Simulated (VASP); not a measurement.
# Si7B (P6/mmm) in VASP: single point with PBE

Aim: the single point of Si7B with PBE.

Program: VASP 6.6.1. These are calculated values, not measurements. Logs are shortened: lines on timing, memory, paths and dates and some standing lists are left out, and cuts for length are marked.

### Step 1. The cell of the first run

Symmetry: P6/mmm, No. 191, hexagonal system. Conventional cell: a = 4.418 Å, b = 4.418 Å, c = 7.232 Å, α = 90.00°, β = 90.00°, γ = 120.00°. Within 3.1 Å of Si (site symmetry 3m) lie 5 Si at 2.38 to 2.55 Å and 3 B at 2.82 Å. Within 3.2 Å of Si (site symmetry -6m2) lie 8 Si at 2.42 to 2.55 Å. Within 3.7 Å of Si (site symmetry 6/mmm) lie 18 Si at 2.55 to 3.52 Å and 2 B at 3.62 Å. B (site symmetry 6/mmm) has 14 Si at 2.82 to 3.62 Å within 3.7 Å.

The cell was built from a structure type or drawn by symmetry, and may not be a known phase.

### Step 2. Single point, PBE

Input file INCAR:

```
ALGO = Normal ; EDIFF = 1E-6
ENCUT = 500 ; GGA = PE
GGA_COMPAT = False ; ISIF = 2
ISMEAR = 0 ; LASPH = True
LCHARG = False ; LREAL = False
LWAVE = False ; NBANDS = 26
NELM = 120 ; PREC = Accurate
SIGMA = 0.2
```

Input file KPOINTS:

```
k-points
0
Gamma
  4 4 3
```

Input file POSCAR:

```
Si7B
1.0
    4.4179329123      0.0000000000      0.0000000000
   -2.2089664561      3.8260421343      0.0000000000
    0.0000000000      0.0000000000      7.2321850497
Si B
7 1
Direct
    0.3333333333      0.6666666667      0.8352794012
    0.3333333333      0.6666666667      0.1647205988
    0.6666666667      0.3333333333      0.1647205988
    0.6666666667      0.3333333333      0.8352794012
    0.3333333333      0.6666666667      0.5000000000
    0.6666666667      0.3333333333      0.5000000000
    0.0000000000      0.0000000000      0.5000000000
    0.0000000000      0.0000000000      0.0000000000
```

Potentials or basis: VASP PAW PBE potentials, release 64 (Si, B).

Started as:

```
cat potpaw_PBE.64/Si/POTCAR potpaw_PBE.64/B/POTCAR > POTCAR
mpirun -np 1 vasp_std > vasp.out
```

OUTCAR:

```text
EDIFF = 1E-6
   ENCUT = 500
   GGA = PE
   ISIF = 2
   ISMEAR = 0
   LASPH = True
   LREAL = False
   NELM = 120
   PREC = Accurate

 ion  position               nearest neighbor table
   1  0.333  0.667  0.835-   2 2.38   5 2.42   4 2.55   4 2.55   4 2.55
   2  0.333  0.667  0.165-   1 2.38   5 2.42   3 2.55   3 2.55   3 2.55
   3  0.667  0.333  0.165-   4 2.38   6 2.42   2 2.55   2 2.55   2 2.55
   4  0.667  0.333  0.835-   3 2.38   6 2.42   1 2.55   1 2.55   1 2.55
   5  0.333  0.667  0.500-   1 2.42   2 2.42   7 2.55   6 2.55   6 2.55   7 2.55   7 2.55   6 2.55

   6  0.667  0.333  0.500-   3 2.42   4 2.42   7 2.55   5 2.55   5 2.55   7 2.55   7 2.55   5 2.55

   7  0.000  0.000  0.500-   5 2.55   6 2.55   6 2.55   5 2.55   6 2.55   5 2.55
   8  0.000  0.000  0.000-

  LATTYP: Found a hexagonal cell.
 ALAT       =     4.4179329123
 C/A-ratio  =     1.6370065352

  Lattice vectors:

 A1 = (   4.4179329123,   0.0000000000,   0.0000000000)
 A2 = (  -2.2089664561,   3.8260421343,   0.0000000000)
 A3 = (   0.0000000000,   0.0000000000,   7.2321850497)

Analysis of symmetry for initial positions (statically):
=====================================================================
 Subroutine PRICEL returns:
 Original cell was already a primitive cell.

 Routine SETGRP: Setting up the symmetry group for a
 hexagonal supercell.

 Subroutine GETGRP returns: Found 24 space group operations
 (whereof 24 operations were pure point group operations)
 out of a pool of 24 trial point group operations.

The static configuration has the point symmetry D_6h.

Analysis of symmetry for dynamics (positions and initial velocities):
=====================================================================
 Subroutine PRICEL returns:
 Original cell was already a primitive cell.

 Routine SETGRP: Setting up the symmetry group for a
 hexagonal supercell.

 Subroutine GETGRP returns: Found 24 space group operations
 (whereof 24 operations were pure point group operations)
 out of a pool of 24 trial point group operations.

The dynamic configuration has the point symmetry D_6h.

 Subroutine INISYM returns: Found 24 space group operations
 (whereof 24 operations are pure point group operations),
 and found     1 'primitive' translations

----------------------------------------------------------------------------------------

                                     Primitive cell

  volume of cell :     122.2471

  direct lattice vectors                    reciprocal lattice vectors
     4.417932912  0.000000000  0.000000000     0.226350200  0.130683349  0.000000000
    -2.208966456  3.826042134  0.000000000     0.000000000  0.261366698  0.000000000
     0.000000000  0.000000000  7.232185050     0.000000000  0.000000000  0.138270798

  length of vectors
     4.417932912  4.417932912  7.232185050     0.261366698  0.261366698  0.138270798

  position of ions in fractional coordinates (direct lattice)
     0.333333333  0.666666667  0.835279401
     0.333333333  0.666666667  0.164720599
     0.666666667  0.333333333  0.164720599
     0.666666667  0.333333333  0.835279401
     0.333333333  0.666666667  0.500000000
     0.666666667  0.333333333  0.500000000
     0.000000000  0.000000000  0.500000000
     0.000000000  0.000000000  0.000000000

  ion indices of the primitive-cell ions
   primitive index   ion index
                 1           1
                 2           2
                 3           3
                 4           4
                 5           5
                 6           6
                 7           7
                 8           8

----------------------------------------------------------------------------------------

 KPOINTS: k-points

Automatic generation of k-mesh.
 Grid dimensions read from file:
 generate k-points for:    4    4    3

 Generating k-lattice:

  Cartesian coordinates                     Fractional coordinates (reciprocal lattice)
     0.056587550  0.032670837  0.000000000     0.250000000  0.000000000  0.000000000
     0.000000000  0.065341675  0.000000000     0.000000000  0.250000000  0.000000000
     0.000000000  0.000000000  0.046090266     0.000000000  0.000000000  0.333333333

  Length of vectors
     0.065341675  0.065341675  0.046090266

  Shift w.r.t. Gamma in fractional coordinates (k-lattice)
     0.000000000  0.000000000  0.000000000

 Subroutine IBZKPT returns following result:
 ===========================================

 Found      8 irreducible k-points:

 Following reciprocal coordinates:
            Coordinates               Weight
  0.000000  0.000000  0.000000      1.000000
  0.250000 -0.000000  0.000000      6.000000
  0.500000 -0.000000  0.000000      3.000000
  0.250000  0.250000  0.000000      6.000000
  0.000000  0.000000  0.333333      2.000000
  0.250000 -0.000000  0.333333     12.000000
  0.500000 -0.000000  0.333333      6.000000
  0.250000  0.250000  0.333333     12.000000
   k-points           NKPTS =      8   k-points in BZ     NKDIM =      8   number of bands    NBANDS=     26
   number of dos      NEDOS =    301   number of ions     NIONS =      8
   total plane-waves  NPLWV =  55296
   dimension x,y,z NGX =    32 NGY =   32 NGZ =   54
   dimension x,y,z NGXF=    64 NGYF=   64 NGZF=  108
   ions per type =               7   1
   NGX,Y,Z   is equivalent  to a cutoff of  12.04, 12.04, 12.41 a.u.
   NGXF,Y,Z  is equivalent  to a cutoff of  24.08, 24.08, 24.83 a.u.
 SYSTEM =  unknown system
   PREC   = accura    normal or accurate (medium, high low for compatibility)
   ISTART =      0    job   : 0-new  1-cont  2-samecut
   ICHARG =      2    charge: 1-file 2-atom 10-const
   ISPIN  =      1    spin polarized calculation?
   LNONCOLLINEAR =      F non collinear calculations
   LSORBIT =      F    spin-orbit coupling
   LASPH  =      T    aspherical Exc in radial PAW
   ENCUT  =  500.0 eV  36.75 Ry    6.06 a.u.   8.05  8.05 13.19*2*pi/ulx,y,z
   NELM   =    120;   NELMIN=  2; NELMDL= -5     # of ELM steps
   EDIFF  = 0.1E-05   stopping-criterion for ELM
   LREAL  =      F    real-space projection
   EDIFFG = 0.1E-04   stopping-criterion for IOM
   NSW    =      0    number of steps for IOM
   IBRION =     -1    ionic relax: 0-MD 1-quasi-New 2-CG
   NFREE  =      0    steps in history (QN), initial steepest desc. (CG)
   ISIF   =      2    stress and relaxation
   ISYM   =      2    0-nonsym 1-usesym 2-fastsym
   POTIM  = 0.5000    time-step for ionic-motion
   TEBEG  =    0.0;   TEEND  =   0.0 temperature during run
   PSTRESS=    0.0 pullay stress
   NELECT =      31.0000    total number of electrons
   NUPDOWN=      -1.0000    fix difference up-down
   EMIN   =  10.00;   EMAX   =-10.00  energy-range for DOS
   EFERMI =   0.00;   METHOD = LEGACY
   ISMEAR =     0;   SIGMA  =   0.20  broadening in eV -4-tet -1-fermi 0-gaus
   EFERMI_NEDOS =   21; number of points for ismear=-14 and -15
   IALGO  =     38    algorithm
   IMIX   =      4    mixing-type and parameters
     AMIX     =   0.40;   BMIX     =  1.00
     AMIX_MAG =   1.60;   BMIX_MAG =  1.00
  volume/ion in A,a.u.               =      15.28       103.12
  Fermi-wavevector in a.u.,A,eV,Ry     =   1.036214  1.958160 14.609099  1.073739
  Thomas-Fermi vector in A             =   2.170594
   LORBIT       =      0    0 simple, 1 ext, 2 COOP (PROOUT), +10 PAW based schemes
   GGA     = PE    functional components
   LHFCALC =     F    Hartree Fock is set to
   AEXX    =    0.0000 exact exchange contribution
   IVDW    =     0    specifies the selected vdW correction
   LEPSILON=     F    determine dielectric tensor
   LRPA    =     F    only Hartree local field effects (RPA)
 non-spin polarized calculation
 Gauss-broadening in eV      SIGMA  =   0.20
  energy-cutoff  :      500.00
  volume of cell :      122.25
 maximum number of plane-waves:      3120
   NGX = 17   NGY = 17   NGZ = 27

 number of electron      31.0000001 magnetization

 Free energy of the ion-electron system (eV)
  ---------------------------------------------------
  ext. energy  EPLUGINS =         0.00000000
  ---------------------------------------------------
  free energy    TOTEN  =       -38.47818193 eV

  energy without entropy =      -38.41500707  energy(sigma->0) =      -38.44659450

 E-fermi :   7.8389     XC(G=0): -10.6634

 val. band max:        7.8074788239   @ k =   0.2500   0.2500   0.3333
 cond. band min:       7.9365169267   @ k =   0.5000  -0.0000   0.0000
 fundamental gap:      0.1290381028
 Fermi energy:         7.8389114678

 k-point     1 :       0.0000    0.0000    0.0000
  band No.  band energies     occupation
      1      -5.4950      2.00000
      2      -3.2633      2.00000
      3      -1.9015      2.00000
      4       2.8378      2.00000
      5       3.9402      2.00000
      6       3.9402      2.00000
[... 18 lines left out ...]
     25      13.3497      0.00000
     26      13.7137      0.00000

 k-point     2 :       0.2500   -0.0000    0.0000
  band No.  band energies     occupation
      1      -4.9023      2.00000
      2      -2.6856      2.00000
      3      -1.3569      2.00000
      4      -0.1326      2.00000
      5       1.8510      2.00000
      6       2.5318      2.00000
[... 18 lines left out ...]
     25      12.3841      0.00000
     26      13.6844      0.00000

 k-point     3 :       0.5000   -0.0000    0.0000
  band No.  band energies     occupation
      1      -3.4742      2.00000
      2      -2.6947      2.00000
      3      -1.1671      2.00000
      4      -0.6195      2.00000
      5      -0.2135      2.00000
      6       1.0572      2.00000
[... 108 lines left out ...]
 k-point     7 :       0.5000   -0.0000    0.3333
  band No.  band energies     occupation
      1      -3.2077      2.00000
      2      -2.5210      2.00000
      3      -2.2065      2.00000
      4      -1.2539      2.00000
      5       1.3906      2.00000
      6       1.6119      2.00000
[... 18 lines left out ...]
     25      13.1879      0.00000
     26      13.4307      0.00000

 k-point     8 :       0.2500    0.2500    0.3333
  band No.  band energies     occupation
      1      -3.5185      2.00000
      2      -2.4478      2.00000
      3      -1.4122      2.00000
      4      -0.5692      2.00000
      5      -0.4268      2.00000
      6       0.8955      2.00000
[... 18 lines left out ...]
     25      13.3866      0.00000
     26      13.8809      0.00000

------------------------ aborting loop because EDIFF is reached ----------------------------------------

  FORCE on cell =-STRESS in cart. coord.  units (eV):
  Direction    XX          YY          ZZ          XY          YZ          ZX
  --------------------------------------------------------------------------------------
  -------------------------------------------------------------------------------------
  Total       -0.0022094     -0.0022094      0.3873984     -0.0000000      0.0000000      0.0000000
  in kB       -0.0289562     -0.0289562      5.0772672     -0.0000000      0.0000000      0.0000000
  external PRESSURE =       1.6731182 kB  Pullay stress =       0.0000000 kB

 VOLUME and BASIS-vectors are now :
 -----------------------------------------------------------------------------
  energy-cutoff  :      500.00
  volume of cell :      122.25
      direct lattice vectors                 reciprocal lattice vectors
     4.417932912  0.000000000  0.000000000     0.226350200  0.130683349  0.000000000
    -2.208966456  3.826042134  0.000000000     0.000000000  0.261366698  0.000000000
     0.000000000  0.000000000  7.232185050     0.000000000  0.000000000  0.138270798

 POSITION                                       TOTAL-FORCE (eV/Angst)
 -----------------------------------------------------------------------------------
     -0.00000      2.55069      6.04090        -0.000000     -0.000000     -0.005257
     -0.00000      2.55069      1.19129        -0.000000      0.000000      0.005257
      2.20897      1.27535      1.19129         0.000000      0.000000      0.005257
      2.20897      1.27535      6.04090         0.000000      0.000000     -0.005257
     -0.00000      2.55069      3.61609        -0.000000      0.000000      0.000000
      2.20897      1.27535      3.61609         0.000000      0.000000      0.000000
      0.00000      0.00000      3.61609         0.000000      0.000000      0.000000
      0.00000      0.00000      0.00000         0.000000      0.000000      0.000000
 -----------------------------------------------------------------------------------
    total drift:                               -0.000000      0.000000      0.000000

  FREE ENERGIE OF THE ION-ELECTRON SYSTEM (eV)
  ---------------------------------------------------
  free  energy   TOTEN  =       -38.4781819335 eV

  energy  without entropy=      -38.4150070707  energy(sigma->0) =      -38.44659450
```

Wall time 16 s (1 thread of Intel Xeon Platinum 8488C (Sapphire Rapids), shared host); peak memory 0.21 GiB.

Results:

```
Free energy            : -38.4782 eV
Pressure               : 0.2 GPa
Largest force          : 0.005 eV/Å
Band gap on the k mesh : zero (an odd number of electrons rules out a gap without spin polarisation)
```

Forces in eV/Å, atoms in the order of the input:
```
Si   0.000  0.000 -0.005
Si   0.000  0.000  0.005
Si   0.000  0.000  0.005
Si   0.000  0.000 -0.005
Si   0.000  0.000  0.000
Si   0.000  0.000  0.000
Si   0.000  0.000  0.000
B    0.000  0.000  0.000
```

Stress tensor (GPa, compression positive):
```
0.00 0.00 0.00
0.00 0.00 0.00
0.00 0.00 0.51
```

Caveat: the k points lie up to 0.41 Å⁻¹ apart, too coarse for converged energies and pressures of a metal.
